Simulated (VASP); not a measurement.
# CuO (P1) in VASP: settings compared

Aim: see how the results for CuO move with the level of theory and the settings. Levels: BLYP, LDA. Tasks: single point.

All numbers are computed with VASP 6.6.1; they aren't measurements. Logs are shortened: lines on timing, memory, paths and dates and some standing lists are left out, and cuts for length are marked.

### 1 The cell of the first run

The typed cell holds 4 atoms: a = 2.953 Å, b = 2.953 Å, c = 5.114 Å, α = 73.22°, β = 73.22°, γ = 60.00°.

### 2 Single point, BLYP

Input file INCAR:

```
PREC = Accurate ; ENCUT = 520
EDIFF = 1E-7 ; ISMEAR = -1
SIGMA = 0.05 ; LREAL = False
LASPH = True ; NELM = 100
ALGO = Normal ; ISIF = 2
LWAVE = False ; LCHARG = False
GGA = B5 ; ALDAX = 1.0
AGGAX = 1.0 ; AGGAC = 1.0
ALDAC = 0.0 ; NBANDS = 25
```

Input file KPOINTS:

```
regular mesh
0
Gamma
  10 10 6
```

Input file POSCAR:

```
CuO
1.0
    0.0000000000     -2.0879543312     -2.0879543312
   -2.0879543312      0.0000000000     -2.0879543312
    2.0879543312      2.0879543312     -4.1759086624
Cu O
2 2
Direct
    0.5038875400      0.4769880100      0.4880064000
    0.0038875400      0.9769880100      0.9880064000
    0.7461124600      0.7730119900      0.7619936000
    0.2461124600      0.2730119900      0.2619936000
```

Potentials or basis: VASP PAW PBE potentials, release 64 (Cu, O).

Launch:

```bash
> cat potpaw_PBE.64/Cu/POTCAR potpaw_PBE.64/O/POTCAR > POTCAR
> mpirun -np 1 vasp_std > vasp.out
```

OUTCAR:

```text
PREC = Accurate
   ENCUT = 520
   EDIFF = 1E-7
   ISMEAR = -1
   LREAL = False
   LASPH = True
   NELM = 100
   ISIF = 2
   GGA = B5

 ion  position               nearest neighbor table
   1  0.504  0.477  0.488-   4 1.91   4 2.03   3 2.05   4 2.14   3 2.16   3 2.27
   2  0.004  0.977  0.988-   3 1.91   3 2.03   4 2.05   3 2.14   4 2.16   4 2.27
   3  0.746  0.773  0.762-   2 1.91   2 2.03   1 2.05   2 2.14   1 2.16   1 2.27
   4  0.246  0.273  0.262-   1 1.91   1 2.03   2 2.05   1 2.14   2 2.16   2 2.27

  LATTYP: Found a trigonal (rhomboedric) cell.
 ALAT       =     5.1144227177
 COS(alpha) =     0.8333333333

  Lattice vectors:

 A1 = (   2.0879543312,   4.1759086624,  -2.0879543312)
 A2 = (   4.1759086624,   2.0879543312,  -2.0879543312)
 A3 = (   2.0879543312,   2.0879543312,  -4.1759086624)

Analysis of symmetry for initial positions (statically):
=====================================================================
 Subroutine PRICEL returns following result:

  LATTYP: Found a face centered cubic cell.
 ALAT       =     4.1759086624

  Lattice vectors:

 A1 = (   0.0000000000,  -2.0879543312,   2.0879543312)
 A2 = (   2.0879543312,  -2.0879543312,  -0.0000000000)
 A3 = (   2.0879543312,   0.0000000000,   2.0879543312)

   2 primitive cells build up your supercell.

 Routine SETGRP: Setting up the symmetry group for a
 trigonal (rhombohedral) supercell.

 Subroutine GETGRP returns: Found  1 space group operations
 (whereof  1 operations were pure point group operations)
 out of a pool of 12 trial point group operations.

The static configuration has the point symmetry C_1 .

Analysis of symmetry for dynamics (positions and initial velocities):
=====================================================================
 Subroutine PRICEL returns following result:

  LATTYP: Found a face centered cubic cell.
 ALAT       =     4.1759086624

  Lattice vectors:

 A1 = (   0.0000000000,  -2.0879543312,   2.0879543312)
 A2 = (   2.0879543312,  -2.0879543312,  -0.0000000000)
 A3 = (   2.0879543312,   0.0000000000,   2.0879543312)

   2 primitive cells build up your supercell.

 Routine SETGRP: Setting up the symmetry group for a
 trigonal (rhombohedral) supercell.

 Subroutine GETGRP returns: Found  1 space group operations
 (whereof  1 operations were pure point group operations)
 out of a pool of 12 trial point group operations.

The dynamic configuration has the point symmetry C_1 .

 Subroutine INISYM returns: Found  1 space group operations
 (whereof  1 operations are pure point group operations),
 and found     2 'primitive' translations

----------------------------------------------------------------------------------------

                                     Primitive cell

  volume of cell :      18.2051

  direct lattice vectors                    reciprocal lattice vectors
     0.000000000 -2.087954331  2.087954331    -0.239468839 -0.239468839  0.239468839
     2.087954331 -2.087954331 -0.000000000     0.239468839 -0.239468839 -0.239468839
     2.087954331  0.000000000  2.087954331     0.239468839  0.239468839  0.239468839

  length of vectors
     2.952813333  2.952813333  2.952813333     0.414772196  0.414772196  0.414772196

  position of ions in fractional coordinates (direct lattice)
     0.023987200  0.991893940  0.019124450
     0.476012800  0.508106060  0.480875550

  ion indices of the primitive-cell ions
   primitive index   ion index
                 1           1
                 2           4

----------------------------------------------------------------------------------------

 KPOINTS: regular mesh

Automatic generation of k-mesh.
 Grid dimensions read from file:
 generate k-points for:   10   10    6

 Generating k-lattice:

  Cartesian coordinates                     Fractional coordinates (reciprocal lattice)
     0.011973442 -0.035920326 -0.011973442     0.100000000  0.000000000  0.000000000
    -0.035920326  0.011973442 -0.011973442     0.000000000  0.100000000  0.000000000
     0.019955737  0.019955737 -0.019955737     0.000000000  0.000000000  0.166666667

  Length of vectors
     0.039711414  0.039711414  0.034564350

  Shift w.r.t. Gamma in fractional coordinates (k-lattice)
     0.000000000  0.000000000  0.000000000

 -----------------------------------------------------------------------------
|                                                                             |
|           W    W    AA    RRRRR   N    N  II  N    N   GGGG   !!!           |
|           W    W   A  A   R    R  NN   N  II  NN   N  G    G  !!!           |
|           W    W  A    A  R    R  N N  N  II  N N  N  G       !!!           |
|           W WW W  AAAAAA  RRRRR   N  N N  II  N  N N  G  GGG   !            |
|           WW  WW  A    A  R   R   N   NN  II  N   NN  G    G                |
|           W    W  A    A  R    R  N    N  II  N    N   GGGG   !!!           |
|                                                                             |
|     Your reciprocal lattice and k-lattice belong to different lattice       |
|     classes:                                                                |
|                                                                             |
|        The reciprocal lattice is rhombohedral (trigonal),                   |
|        whereas your k-lattice is base-centered monoclinic.                  |
|                                                                             |
|     Results are often still useful ...                                      |
|                                                                             |
 -----------------------------------------------------------------------------

 WARNING: IBZKPT: internal override: KBLOWUP is changed to .FALSE.
      ... skipping the blow-up phase ...

 Subroutine IBZKPT returns following result:
 ===========================================

 Found    304 irreducible k-points:

 Following reciprocal coordinates:
            Coordinates               Weight
  0.000000  0.000000  0.000000      1.000000
  0.100000  0.000000 -0.000000      2.000000
  0.200000  0.000000 -0.000000      2.000000
  0.300000  0.000000 -0.000000      2.000000
  0.400000  0.000000  0.000000      2.000000
  0.500000  0.000000 -0.000000      1.000000
[... 16 lines left out ...]
 -0.400000  0.200000  0.000000      2.000000
 -0.300000  0.200000  0.000000      2.000000
 [... further k-points ...]
   k-points           NKPTS =    304   k-points in BZ     NKDIM =    304   number of bands    NBANDS=     25
   number of dos      NEDOS =    301   number of ions     NIONS =      4
   total plane-waves  NPLWV =  23040
   dimension x,y,z NGX =    24 NGY =   24 NGZ =   40
   dimension x,y,z NGXF=    48 NGYF=   48 NGZF=   80
   ions per type =               2   2
   NGX,Y,Z   is equivalent  to a cutoff of  13.51, 13.51, 13.00 a.u.
   NGXF,Y,Z  is equivalent  to a cutoff of  27.02, 27.02, 26.00 a.u.
 SYSTEM =  unknown system
   PREC   = accura    normal or accurate (medium, high low for compatibility)
   ISTART =      0    job   : 0-new  1-cont  2-samecut
   ICHARG =      2    charge: 1-file 2-atom 10-const
   ISPIN  =      1    spin polarized calculation?
   LNONCOLLINEAR =      F non collinear calculations
   LSORBIT =      F    spin-orbit coupling
   LASPH  =      T    aspherical Exc in radial PAW
   ENCUT  =  520.0 eV  38.22 Ry    6.18 a.u.   5.49  5.49  9.51*2*pi/ulx,y,z
   NELM   =    100;   NELMIN=  2; NELMDL= -5     # of ELM steps
   EDIFF  = 0.1E-06   stopping-criterion for ELM
   LREAL  =      F    real-space projection
   EDIFFG = 0.1E-05   stopping-criterion for IOM
   NSW    =      0    number of steps for IOM
   IBRION =     -1    ionic relax: 0-MD 1-quasi-New 2-CG
   NFREE  =      0    steps in history (QN), initial steepest desc. (CG)
   ISIF   =      2    stress and relaxation
   ISYM   =      2    0-nonsym 1-usesym 2-fastsym
   POTIM  = 0.5000    time-step for ionic-motion
   TEBEG  =    0.0;   TEEND  =   0.0 temperature during run
   PSTRESS=    0.0 pullay stress
   NELECT =      34.0000    total number of electrons
   NUPDOWN=      -1.0000    fix difference up-down
   EMIN   =  10.00;   EMAX   =-10.00  energy-range for DOS
   EFERMI =   0.00;   METHOD = LEGACY
   ISMEAR =    -1;   SIGMA  =   0.05  broadening in eV -4-tet -1-fermi 0-gaus
   EFERMI_NEDOS =   21; number of points for ismear=-14 and -15
   IALGO  =     38    algorithm
   IMIX   =      4    mixing-type and parameters
     AMIX     =   0.40;   BMIX     =  1.00
     AMIX_MAG =   1.60;   BMIX_MAG =  1.00
  volume/ion in A,a.u.               =       9.10        61.43
  Fermi-wavevector in a.u.,A,eV,Ry     =   1.600148  3.023841 34.837357  2.560474
  Thomas-Fermi vector in A             =   2.697329
   LORBIT       =      0    0 simple, 1 ext, 2 COOP (PROOUT), +10 PAW based schemes
   GGA     = B5    functional components
   LHFCALC =     F    Hartree Fock is set to
   AEXX    =    0.0000 exact exchange contribution
   IVDW    =     0    specifies the selected vdW correction
   LEPSILON=     F    determine dielectric tensor
   LRPA    =     F    only Hartree local field effects (RPA)
 non-spin polarized calculation
  energy-cutoff  :      520.00
  volume of cell :       36.41
 maximum number of plane-waves:      1007
 NGX is ok and might be reduce to    24
   NGX = 11   NGY = 11   NGZ = 19

 number of electron      33.9999981 magnetization

 Free energy of the ion-electron system (eV)
  ---------------------------------------------------
  ext. energy  EPLUGINS =         0.00000000
  ---------------------------------------------------
  free energy    TOTEN  =       -16.96916012 eV

  energy without entropy =      -16.94430657  energy(sigma->0) =      -16.95673334

 E-fermi :   7.1572     XC(G=0): -12.0749

 val. band max:        7.1568230809   @ k =  -0.2000  -0.2000   0.1667
 cond. band min:       7.1571884030   @ k =  -0.2000   0.1000  -0.0000
 fundamental gap:      0.0003653222
 Fermi energy:         7.1571693178

 k-point     1 :       0.0000    0.0000    0.0000
  band No.  band energies     occupation
      1     -12.7217      2.00000
      2     -11.3606      2.00000
      3      -0.6384      2.00000
      4       1.8333      2.00000
      5       2.0048      2.00000
      6       3.4569      2.00000
[... 17 lines left out ...]
     24      25.5585      0.00000
     25      26.0546      0.00000
[... 621 lines left out ...]
      3       0.3124      2.00000
      4       1.1388      2.00000
      5       1.4196      2.00000
      6       1.7857      2.00000
[... 17 lines left out ...]
     24      19.0465      0.00000
     25      21.5134      0.00000

 [... further k-points ...]

------------------------ aborting loop because EDIFF is reached ----------------------------------------

  FORCE on cell =-STRESS in cart. coord.  units (eV):
  Direction    XX          YY          ZZ          XY          YZ          ZX
  --------------------------------------------------------------------------------------
  -------------------------------------------------------------------------------------
  Total        4.4896796      4.7069103      6.7949060      0.0733832      0.3270071     -0.2210435
  in kB      197.5617928    207.1207099    298.9999112      3.2291209     14.3894703     -9.7266963
  external PRESSURE =     234.5608047 kB  Pullay stress =       0.0000000 kB

 VOLUME and BASIS-vectors are now :
 -----------------------------------------------------------------------------
  energy-cutoff  :      520.00
  volume of cell :       36.41
      direct lattice vectors                 reciprocal lattice vectors
     0.000000000 -2.087954331 -2.087954331     0.119734420 -0.359203259 -0.119734420
    -2.087954331  0.000000000 -2.087954331    -0.359203259  0.119734420 -0.119734420
     2.087954331  2.087954331 -4.175908662     0.119734420  0.119734420 -0.119734420

 POSITION                                       TOTAL-FORCE (eV/Angst)
 -----------------------------------------------------------------------------------
      0.02301     -0.03316     -4.08589        -0.283701      0.409783     -1.461489
      0.02301      2.05480     -6.17385        -0.283701      0.409783     -1.461489
     -0.02301      0.03316     -6.35388         0.283701     -0.409783      1.461489
     -0.02301      0.03316     -2.17797         0.283701     -0.409783      1.461489
 -----------------------------------------------------------------------------------
    total drift:                                0.000199     -0.000455     -0.000794

  FREE ENERGIE OF THE ION-ELECTRON SYSTEM (eV)
  ---------------------------------------------------
  free  energy   TOTEN  =       -16.9691601188 eV

  energy  without entropy=      -16.9443065669  energy(sigma->0) =      -16.95673334
```

Run time: 5.3 min. Hardware: 1 thread of Intel Xeon Platinum 8375C at 2.90GHz (Ice Lake), shared host; peak memory 0.34 GiB.

Results:

```yaml
Free_energy: -16.9692 eV
Pressure: 23.5 GPa
Largest_force: 1.544 eV/Å
Band_gap_on_the_k_mesh: zero (band 17 reaches 7.88 eV, above the bottom of band 18 at 6.69 eV)
```

Forces in eV/Å, atoms in the order of the input:
```
Cu  -0.284  0.410 -1.461
Cu  -0.284  0.410 -1.461
O    0.284 -0.410  1.461
O    0.284 -0.410  1.461
```

Stress tensor (GPa, compression positive):
```
19.76  0.32 -0.97
 0.32 20.71  1.44
-0.97  1.44 29.90
```

Caveat: the PAW data sets were made with another functional, which shifts forces and pressure a little; semilocal functionals often make such compounds metallic where correlation or magnetic order opens a gap, which also shifts bond lengths.

### 3 Single point, LDA

This run uses another cell than the first one, of 9.29 Å³/atom, 1.021 times its volume.

Input file INCAR:

```
SYSTEM = CuO
  ALGO = Normal
  EDIFF = 1E-6
  ENCUT = 520
  GGA = CA
  ISIF = 2
  ISMEAR = -1
  LASPH = .True.
  LCHARG = .True.
  LELF = .True.
  LREAL = .False.
  LVHAR = .True.
  LWAVE = .False.
  NBANDS = 25
  NELM = 80
  PREC = Accurate
  SIGMA = 0.05
```

Input file KPOINTS:

```
k-points
0
Gamma
  10 10 6
  0 0 0
```

Input file POSCAR:

```
CuO
1.0
    0.0000000000     -2.1023544713     -2.1023544713
   -2.1023544713      0.0000000000     -2.1023544713
    2.1023544713      2.1023544713     -4.2047089426
Cu O
2 2
Direct
    0.5038875400      0.4769880100      0.4880064000
    0.0038875400      0.9769880100      0.9880064000
    0.7461124600      0.7730119900      0.7619936000
    0.2461124600      0.2730119900      0.2619936000
```

Potentials or basis: VASP PAW LDA potentials, release 64 (Cu, O).

Launch:

```bash
> cat potpaw_LDA.64/Cu/POTCAR potpaw_LDA.64/O/POTCAR > POTCAR
> mpirun -np 1 vasp_std > vasp.out
```

It took 4.2 min on 1 thread of Intel Xeon Platinum 8375C at 2.90GHz (Ice Lake), shared host; peak memory 0.33 GiB.

The run converged. Its results:

- Free energy: -22.5350 eV
- Pressure: -6.7 GPa
- Largest force: 1.167 eV/Å
- Band gap on the k mesh: zero (band 17 reaches 6.93 eV, above the bottom of band 18 at 5.75 eV)

Forces in eV/Å, atoms in the order of the input:
```
Cu  -0.209  0.299 -1.108
Cu  -0.209  0.299 -1.108
O    0.209 -0.299  1.108
O    0.209 -0.299  1.108
```

Stress tensor (GPa, compression positive):
```
-9.66  0.20 -0.63
 0.20 -8.89  0.95
-0.63  0.95 -1.49
```

Levels at points of the mesh, in eV from the Fermi level:
```
           k point  band 15  band 16  band 17  band 18  band 19  band 20
(0.00, 0.00, 0.00)    -1.47    -1.21     0.55     0.72     1.52     5.85
(0.50, 0.00, 0.00)    -0.77    -0.77    -0.29    -0.29     7.15     7.15
(0.00, 0.50, 0.00)    -0.63    -0.63    -0.31    -0.31     7.17     7.17
(0.50, 0.50, 0.00)    -1.60    -1.48     0.52     0.68     5.45     5.87
(0.00, 0.00, 0.50)    -0.17    -0.17    -0.05    -0.05     4.26     4.26
(0.50, 0.00, 0.50)    -1.52    -1.50     0.48     0.62     5.50     5.89
(0.00, 0.50, 0.50)    -1.52    -1.43     0.72     0.76     5.50     5.80
(0.50, 0.50, 0.50)    -0.75    -0.75    -0.46    -0.46     7.13     7.13
```

Caveat: semilocal functionals often make such compounds metallic where correlation or magnetic order opens a gap, which also shifts bond lengths; forces of over 1 eV/Å act on the atoms, so gaps and moduli don't describe the material at rest. With open d or f shells a metallic result of LDA can be an artefact of self-interaction; +U or a hybrid may open a gap.

(Continued in part 2 of 2.)
